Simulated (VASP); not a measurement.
# Zn (P6_3/mmc) in VASP: notebook, part 2 of 2

VASP 6.6.1.

**4. Single point, LDA (strain +0.0300 x Voigt [1, 1, 0, 0, 0, 0])**

Contents of INCAR:

```
SYSTEM = Zn
ALGO = Fast
EDIFF = 1E-6
ENCUT = 520
GGA = CA
ISIF = 2
ISMEAR = 0
LASPH = .TRUE.
LCHARG = .FALSE.
LREAL = .FALSE.
LWAVE = .FALSE.
NBANDS = 19
NELM = 80
PREC = Accurate
SIGMA = 0.15
```

Contents of KPOINTS:

```
k-points
0
G
  21 21 10
  0 0 0
```

Contents of POSCAR:

```
Zn
1.0
    2.7447419948      0.0000000000      0.0000000000
   -1.3723709974      2.3770162943      0.0000000000
    0.0000000000      0.0000000000      4.9467000000
Zn
2
Direct
    0.3333333333      0.6666666667      0.2500000000
    0.6666666667      0.3333333333      0.7500000000
```

Potentials or basis: VASP PAW LDA potentials, release 64 (Zn).

On the command line:

```bash
$ cat potpaw_LDA.64/Zn/POTCAR > POTCAR
$ mpirun -np 1 vasp_std > vasp.out
```

OUTCAR:

```text
SYSTEM = Zn
   EDIFF = 1E-6
   ENCUT = 520
   GGA = CA
   ISIF = 2
   ISMEAR = 0
   LASPH = .TRUE.
   LREAL = .FALSE.
   NELM = 80
   PREC = Accurate

 ion  position               nearest neighbor table
   1  0.333  0.667  0.250-   2 2.94   2 2.94   2 2.94   2 2.94   2 2.94   2 2.94
   2  0.667  0.333  0.750-   1 2.94   1 2.94   1 2.94   1 2.94   1 2.94   1 2.94

  LATTYP: Found a hexagonal cell.
 ALAT       =     2.7447419948
 C/A-ratio  =     1.8022458976

  Lattice vectors:

 A1 = (   2.7447419948,   0.0000000000,   0.0000000000)
 A2 = (  -1.3723709974,   2.3770162943,   0.0000000000)
 A3 = (   0.0000000000,   0.0000000000,   4.9467000000)

Analysis of symmetry for initial positions (statically):
=====================================================================
 Subroutine PRICEL returns:
 Original cell was already a primitive cell.

 Routine SETGRP: Setting up the symmetry group for a
 hexagonal supercell.

 Subroutine GETGRP returns: Found 24 space group operations
 (whereof 12 operations were pure point group operations)
 out of a pool of 24 trial point group operations.

The static configuration has the point symmetry D_3d.
 The point group associated with its full space group is D_6h.

Analysis of symmetry for dynamics (positions and initial velocities):
=====================================================================
 Subroutine PRICEL returns:
 Original cell was already a primitive cell.

 Routine SETGRP: Setting up the symmetry group for a
 hexagonal supercell.

 Subroutine GETGRP returns: Found 24 space group operations
 (whereof 12 operations were pure point group operations)
 out of a pool of 24 trial point group operations.

The dynamic configuration has the point symmetry D_3d.
 The point group associated with its full space group is D_6h.

 Subroutine INISYM returns: Found 24 space group operations
 (whereof 12 operations are pure point group operations),
 and found     1 'primitive' translations

----------------------------------------------------------------------------------------

                                     Primitive cell

  volume of cell :      32.2737

  direct lattice vectors                    reciprocal lattice vectors
     2.744741995  0.000000000  0.000000000     0.364332969  0.210347738  0.000000000
    -1.372370997  2.377016294  0.000000000     0.000000000  0.420695475  0.000000000
     0.000000000  0.000000000  4.946700000     0.000000000  0.000000000  0.202154972

  length of vectors
     2.744741995  2.744741995  4.946700000     0.420695475  0.420695475  0.202154972

  position of ions in fractional coordinates (direct lattice)
     0.333333333  0.666666667  0.250000000
     0.666666667  0.333333333  0.750000000

  ion indices of the primitive-cell ions
   primitive index   ion index
                 1           1
                 2           2

----------------------------------------------------------------------------------------

 KPOINTS: k-points

Automatic generation of k-mesh.
 Grid dimensions read from file:
 generate k-points for:   21   21   10

 Generating k-lattice:

  Cartesian coordinates                     Fractional coordinates (reciprocal lattice)
     0.017349189  0.010016559  0.000000000     0.047619048  0.000000000  0.000000000
     0.000000000  0.020033118  0.000000000     0.000000000  0.047619048  0.000000000
     0.000000000  0.000000000  0.020215497     0.000000000  0.000000000  0.100000000

  Length of vectors
     0.020033118  0.020033118  0.020215497

  Shift w.r.t. Gamma in fractional coordinates (k-lattice)
     0.000000000  0.000000000  0.000000000

 Subroutine IBZKPT returns following result:
 ===========================================

 Found    288 irreducible k-points:

 Following reciprocal coordinates:
            Coordinates               Weight
  0.000000  0.000000  0.000000      1.000000
  0.047619  0.000000  0.000000      6.000000
  0.095238  0.000000  0.000000      6.000000
  0.142857  0.000000  0.000000      6.000000
  0.190476  0.000000  0.000000      6.000000
  0.238095  0.000000  0.000000      6.000000
[... 16 lines left out ...]
  0.142857  0.095238  0.000000     12.000000
  0.190476  0.095238  0.000000     12.000000
 [... further k-points ...]
   k-points           NKPTS =    288   k-points in BZ     NKDIM =    288   number of bands    NBANDS=     19
   number of dos      NEDOS =    301   number of ions     NIONS =      2
   total plane-waves  NPLWV =  16000
   dimension x,y,z NGX =    20 NGY =   20 NGZ =   40
   dimension x,y,z NGXF=    40 NGYF=   40 NGZF=   80
   ions per type =               2
   NGX,Y,Z   is equivalent  to a cutoff of  12.11, 12.11, 13.44 a.u.
   NGXF,Y,Z  is equivalent  to a cutoff of  24.23, 24.23, 26.89 a.u.
 SYSTEM =  Zn
   PREC   = accura    normal or accurate (medium, high low for compatibility)
   ISTART =      0    job   : 0-new  1-cont  2-samecut
   ICHARG =      2    charge: 1-file 2-atom 10-const
   ISPIN  =      1    spin polarized calculation?
   LNONCOLLINEAR =      F non collinear calculations
   LSORBIT =      F    spin-orbit coupling
   LASPH  =      T    aspherical Exc in radial PAW
   ENCUT  =  520.0 eV  38.22 Ry    6.18 a.u.   5.10  5.10  9.20*2*pi/ulx,y,z
   NELM   =     80;   NELMIN=  2; NELMDL= -5     # of ELM steps
   EDIFF  = 0.1E-05   stopping-criterion for ELM
   LREAL  =      F    real-space projection
   EDIFFG = 0.1E-04   stopping-criterion for IOM
   NSW    =      0    number of steps for IOM
   IBRION =     -1    ionic relax: 0-MD 1-quasi-New 2-CG
   NFREE  =      0    steps in history (QN), initial steepest desc. (CG)
   ISIF   =      2    stress and relaxation
   ISYM   =      2    0-nonsym 1-usesym 2-fastsym
   POTIM  = 0.5000    time-step for ionic-motion
   TEBEG  =    0.0;   TEEND  =   0.0 temperature during run
   PSTRESS=    0.0 pullay stress
   NELECT =      24.0000    total number of electrons
   NUPDOWN=      -1.0000    fix difference up-down
   EMIN   =  10.00;   EMAX   =-10.00  energy-range for DOS
   EFERMI =   0.00;   METHOD = LEGACY
   ISMEAR =     0;   SIGMA  =   0.15  broadening in eV -4-tet -1-fermi 0-gaus
   EFERMI_NEDOS =   21; number of points for ismear=-14 and -15
   IALGO  =     68    algorithm
   IMIX   =      4    mixing-type and parameters
     AMIX     =   0.40;   BMIX     =  1.00
     AMIX_MAG =   1.60;   BMIX_MAG =  1.00
  volume/ion in A,a.u.               =      16.14       108.90
  Fermi-wavevector in a.u.,A,eV,Ry     =   1.483186  2.802814 29.930633  2.199839
  Thomas-Fermi vector in A             =   2.596879
   LORBIT       =      0    0 simple, 1 ext, 2 COOP (PROOUT), +10 PAW based schemes
   GGA     = CA    functional components
   LHFCALC =     F    Hartree Fock is set to
   AEXX    =    0.0000 exact exchange contribution
   IVDW    =     0    specifies the selected vdW correction
   LEPSILON=     F    determine dielectric tensor
   LRPA    =     F    only Hartree local field effects (RPA)
 non-spin polarized calculation
 RMM-DIIS sequential band-by-band and
 Gauss-broadening in eV      SIGMA  =   0.15
  energy-cutoff  :      520.00
  volume of cell :       32.27
 maximum number of plane-waves:       894
   NGX = 11   NGY = 11   NGZ = 19

 number of electron      23.9999996 magnetization

 Free energy of the ion-electron system (eV)
  ---------------------------------------------------
  ext. energy  EPLUGINS =         0.00000000
  ---------------------------------------------------
  free energy    TOTEN  =        -3.53253417 eV

  energy without entropy =       -3.52501422  energy(sigma->0) =       -3.52877419

 E-fermi :   2.5333     XC(G=0): -11.5809

 val. band max:        2.5241904842   @ k =   0.3333   0.2381   0.0000
 cond. band min:       2.5447204162   @ k =   0.3333   0.3333   0.0000
 fundamental gap:      0.0205299319
 Fermi energy:         2.5332540040

 k-point     1 :       0.0000    0.0000    0.0000
  band No.  band energies     occupation
      1      -7.4719      2.00000
      2      -5.8924      2.00000
      3      -5.3023      2.00000
      4      -5.1314      2.00000
      5      -5.1314      2.00000
      6      -5.0810      2.00000
[... 11 lines left out ...]
     18      20.1648      0.00000
     19      20.1656      0.00000

 k-point     2 :       0.0476    0.0000    0.0000
  band No.  band energies     occupation
      1      -7.4088      2.00000
      2      -5.8681      2.00000
      3      -5.2976      2.00000
      4      -5.1358      2.00000
      5      -5.1176      2.00000
      6      -5.0869      2.00000
[... 476 lines left out ...]
 k-point    24 :       0.1905    0.0952    0.0000
  band No.  band energies     occupation
      1      -5.9197      2.00000
      2      -5.5165      2.00000
      3      -5.2754      2.00000
      4      -5.2052      2.00000
      5      -5.1727      2.00000
      6      -5.0197      2.00000
[... 11 lines left out ...]
     18      17.1079      0.00000
     19      18.2431      0.00000

 [... further k-points ...]
[... 5 lines left out ...]
  --------------------------------------------------------------------------------------
  -------------------------------------------------------------------------------------
  Total       -2.4777121     -2.4777121     -1.7470479      0.0000000      0.0000000      0.0000000
  in kB     -123.0019965   -123.0019965    -86.7293607      0.0000000      0.0000000      0.0000000
  external PRESSURE =    -110.9111179 kB  Pullay stress =       0.0000000 kB

 VOLUME and BASIS-vectors are now :
 -----------------------------------------------------------------------------
  energy-cutoff  :      520.00
  volume of cell :       32.27
      direct lattice vectors                 reciprocal lattice vectors
     2.744741995  0.000000000  0.000000000     0.364332969  0.210347738  0.000000000
    -1.372370997  2.377016294  0.000000000     0.000000000  0.420695475  0.000000000
     0.000000000  0.000000000  4.946700000     0.000000000  0.000000000  0.202154972

 POSITION                                       TOTAL-FORCE (eV/Angst)
 -----------------------------------------------------------------------------------
     -0.00000      1.58468      1.23667        -0.000000      0.000000      0.000000
      1.37237      0.79234      3.71002         0.000000     -0.000000     -0.000000
 -----------------------------------------------------------------------------------
    total drift:                               -0.000000      0.000000      0.000000

  FREE ENERGIE OF THE ION-ELECTRON SYSTEM (eV)
  ---------------------------------------------------
  free  energy   TOTEN  =        -3.5325341740 eV

  energy  without entropy=       -3.5250142152  energy(sigma->0) =       -3.52877419
```

OSZICAR:

```text
N       E                     dE             d eps       ncg     rms          rms(c)
DAV:   1     0.113122302881E+03    0.11312E+03   -0.12336E+04 11328   0.196E+03
DAV:   2     0.154751043046E+01   -0.11157E+03   -0.10787E+03 11049   0.294E+02
DAV:   3    -0.371963423780E+01   -0.52671E+01   -0.52464E+01 12198   0.706E+01
DAV:   4    -0.375387668322E+01   -0.34242E-01   -0.34233E-01 12032   0.591E+00
DAV:   5    -0.375392811978E+01   -0.51437E-04   -0.51436E-04 11900   0.207E-01    0.346E+00
RMM:   6    -0.355385343162E+01    0.20007E+00   -0.73338E-01 12428   0.101E+01    0.278E+00
RMM:   7    -0.354047207391E+01    0.13381E-01   -0.25895E-02 13116   0.230E+00    0.138E+00
RMM:   8    -0.353263139472E+01    0.78407E-02   -0.61198E-03 12274   0.553E-01    0.110E-01
RMM:   9    -0.353256339053E+01    0.68004E-04   -0.16962E-03 13359   0.582E-01    0.818E-02
RMM:  10    -0.353253316801E+01    0.30223E-04   -0.14304E-04 13112   0.122E-01    0.453E-03
RMM:  11    -0.353253412653E+01   -0.95852E-06   -0.11363E-05 12953   0.319E-02    0.152E-03
RMM:  12    -0.353253417395E+01   -0.47427E-07   -0.58322E-07  8005   0.868E-03
   1 F= -.35325342E+01 E0= -.35287742E+01  d E =-.751996E-02
```

stdout:

```text
POSCAR found type information on POSCAR Zn
 POSCAR found :  1 types and       2 ions
 scaLAPACK will be used
 LDA part: xc-table for (Slater(with rela. corr.)+CA(PZ))
 , standard interpolation
 POSCAR, INCAR and KPOINTS ok, starting setup
 FFT: planning ... GRIDC
 FFT: planning ... GRID_SOFT
 FFT: planning ... GRID
 WAVECAR not read
 entering main loop
WARNING in EDDRMM: call to ZHEGV failed, returncode =   8  4     17
```

Wall time 1.8 min (1 thread of AMD EPYC 9R14 (Zen 4), shared host); peak memory 0.21 GiB.

What came out:

| Property | Result |
| --- | --- |
| Free energy | -3.5325 eV |
| Pressure | -11.1 GPa |
| Band gap on the k mesh | zero (band 12 reaches 3.90 eV, above the bottom of band 13 at -0.34 eV) |

Stress tensor (GPa, compression positive):
```
-12.30   0.00   0.00
  0.00 -12.30   0.00
  0.00   0.00  -8.67
```

Levels at points of the mesh, in eV from the Fermi level:
| k point | band 9 | band 10 | band 11 | band 12 | band 13 | band 14 | band 15 | band 16 |
| --- | --- | --- | --- | --- | --- | --- | --- | --- |
| (0.00, 0.00, 0.00) | -7.36 | -7.14 | -7.14 | -3.25 | -2.87 | 13.89 | 15.86 | 15.86 |
| (0.00, 0.00, 0.50) | -7.23 | -7.23 | -7.23 | -7.23 | 4.86 | 4.86 | 17.11 | 17.11 |

Caveat: the cell differs from its parent crystal (strain +0.0300 x Voigt [1, 1, 0, 0, 0, 0]).

**5. Single point, LDA (strain +0.0450 x Voigt [1, 1, 0, 0, 0, 0])**

Contents of INCAR:

```
SYSTEM = Zn
ALGO = Fast ; EDIFF = 1E-7
ENCUT = 520 ; ISIF = 2
ISMEAR = 0 ; LASPH = .TRUE.
LCHARG = .FALSE. ; LREAL = .FALSE.
LWAVE = .FALSE. ; NBANDS = 19
NELM = 60 ; PREC = Accurate
SIGMA = 0.15
```

KPOINTS is that of step 4.

Contents of POSCAR:

```
Zn
1.0
    2.7847139656      0.0000000000      0.0000000000
   -1.3923569828      2.4116330365      0.0000000000
    0.0000000000      0.0000000000      4.9467000000
Zn
2
Direct
    0.3333333333      0.6666666667      0.2500000000
    0.6666666667      0.3333333333      0.7500000000
```

On the command line:

```bash
$ cat potpaw_LDA.64/Zn/POTCAR > POTCAR
$ mpirun -np 1 vasp_std > vasp.out
```

It took 2.6 min on 1 thread of AMD EPYC 9R14 (Zen 4), shared host; peak memory 0.22 GiB.

It converged, with:

```yaml
Free_energy: -3.4567 eV
Pressure: -12.0 GPa
Band_gap_on_the_k_mesh: zero (band 12 reaches 3.62 eV, above the bottom of band 13 at -0.38 eV)
```

Stress tensor (GPa, compression positive):
```
-13.06   0.00   0.00
  0.00 -13.06   0.00
  0.00   0.00  -9.95
```

Levels at points of the mesh, in eV from the Fermi level:
```
           k point  band 8  band 9  band 10  band 11  band 12  band 13  band 14  band 15  band 16  band 17
(0.00, 0.00, 0.00)   -7.30   -7.30    -7.08    -7.08    -3.03    -2.70    14.10    15.26    15.26    17.05
(0.00, 0.00, 0.50)   -7.39   -7.16    -7.16    -7.16    -7.16     5.06     5.06    16.50    16.50    16.50
```

Caveat: the cell differs from its parent crystal (strain +0.0450 x Voigt [1, 1, 0, 0, 0, 0]).

**6. Single point, LDA (strain +0.0600 x Voigt [1, 1, 0, 0, 0, 0])**

Contents of INCAR:

```
SYSTEM = Zn
ALGO = Fast
EDIFF = 1E-6
ENCUT = 520
GGA = CA
ISIF = 2
ISMEAR = 0
LASPH = .TRUE.
LCHARG = .FALSE.
LREAL = .FALSE.
LWAVE = .FALSE.
NBANDS = 19
NELM = 60
PREC = Accurate
SIGMA = 0.15
```

KPOINTS is that of step 5.

Contents of POSCAR:

```
Zn
1.0
    2.8246859364      0.0000000000      0.0000000000
   -1.4123429682      2.4462497786      0.0000000000
    0.0000000000      0.0000000000      4.9467000000
Zn
2
Direct
    0.3333333333      0.6666666667      0.2500000000
    0.6666666667      0.3333333333      0.7500000000
```

Potentials or basis: VASP PAW LDA potentials, release 64 (Zn).

On the command line:

```bash
$ cat potpaw_LDA.64/Zn/POTCAR > POTCAR
$ mpirun -np 1 vasp_std > vasp.out
```

Run time: 2.7 min. Hardware: 1 thread of AMD EPYC 9R14 (Zen 4), shared host; peak memory 0.22 GiB.

Results (log left out):

- Free energy: -3.3755 eV
- Pressure: -12.7 GPa
- Band gap on the k mesh: zero (band 12 reaches 3.32 eV, above the bottom of band 13 at -0.43 eV)

Stress tensor (GPa, compression positive):
```
-13.72   0.00   0.00
  0.00 -13.72   0.00
  0.00   0.00 -10.62
```

Levels at points of the mesh, in eV from the Fermi level:
| k point | band 9 | band 10 | band 11 | band 12 | band 13 | band 14 | band 15 | band 16 |
| --- | --- | --- | --- | --- | --- | --- | --- | --- |
| (0.00, 0.00, 0.00) | -7.23 | -7.01 | -7.01 | -2.81 | -2.53 | 14.30 | 14.70 | 14.70 |
| (0.00, 0.00, 0.50) | -7.09 | -7.09 | -7.09 | -7.09 | 5.25 | 5.25 | 15.94 | 15.94 |

Caveat: the cell differs from its parent crystal (strain +0.0600 x Voigt [1, 1, 0, 0, 0, 0]).

**7. Summary**

```tsv
cell	further INCAR settings	gap on the mesh (eV)	pressure (GPa)
a = 2.625, b = 2.625, c = 4.947 Å, angles 90.0, 90.0, 120.0°, 2 atoms	ALGO = Fast; EDIFF = 1e-07; NBANDS = 19	none	-6.2
a = 2.705, b = 2.705, c = 4.947 Å, angles 90.0, 90.0, 120.0°, 2 atoms	ALGO = Fast; EDIFF = 1e-07; NBANDS = 19	none	-9.9
a = 2.745, b = 2.745, c = 4.947 Å, angles 90.0, 90.0, 120.0°, 2 atoms	ALGO = Fast; EDIFF = 1e-06; NBANDS = 19	none	-11.1
a = 2.785, b = 2.785, c = 4.947 Å, angles 90.0, 90.0, 120.0°, 2 atoms	ALGO = Fast; EDIFF = 1e-07; NBANDS = 19	none	-12.0
a = 2.825, b = 2.825, c = 4.947 Å, angles 90.0, 90.0, 120.0°, 2 atoms	ALGO = Fast; EDIFF = 1e-06; NBANDS = 19	none	-12.7
```

Alike in all rows: task single point; level LDA; potentials or basis VASP PAW LDA potentials, release 64 (Zn); no spin polarisation; k mesh 21 × 21 × 10; cutoff (eV) 520; smearing gaussian 0.15 eV.

Total energies depend on the potentials used, so only differences within one code and one set of settings carry meaning.
